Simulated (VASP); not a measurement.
Write the native input for VASP 6.6.1 that does the following.

```
Task                   : single point
Functional             : PBE
Potentials or basis    : VASP PAW PBE potentials, release 64 (Au)
Cutoff                 : 520 eV
k mesh                 : 14 × 14 × 14
Occupations            : gaussian, width 0.05 eV
Spin                   : no spin polarisation
Dipole correction      : no
Further INCAR settings : ALGO = Normal; EDIFF = 1e-06; NBANDS = 12
```

The structure of Au lies in POSCAR:

```
Au
1.0
   -1.6897727226      1.6897727226      1.6897727226
    1.6897727226     -1.6897727226      1.6897727226
    1.6897727226      1.6897727226     -1.6897727226
Au
1
Direct
    0.0000000000      0.0000000000      0.0000000000
```

These files were run (other wordings do the same):

INCAR

```
SYSTEM = Au
PREC = Accurate ; ENCUT = 520
EDIFF = 1E-6 ; ISMEAR = 0
SIGMA = 0.05 ; LREAL = .False.
LASPH = .True. ; NELM = 60
ALGO = Normal ; ISIF = 2
LWAVE = .False. ; LCHARG = .False.
GGA = PE ; NBANDS = 12
```

KPOINTS

```
Automatic mesh
0
Gamma
  14 14 14
  0 0 0
```

Potentials or basis: VASP PAW PBE potentials, release 64 (Au).

The run is started by

```console
$ cat potpaw_PBE.64/Au/POTCAR > POTCAR
$ mpirun -np 1 vasp_std > vasp.out
```

It gave:

- Pressure: -8.1 GPa

Run time: 14 s on 1 thread of AMD EPYC 7R13 Processor (Zen 3), on a shared host, peak memory 0.12 GiB.
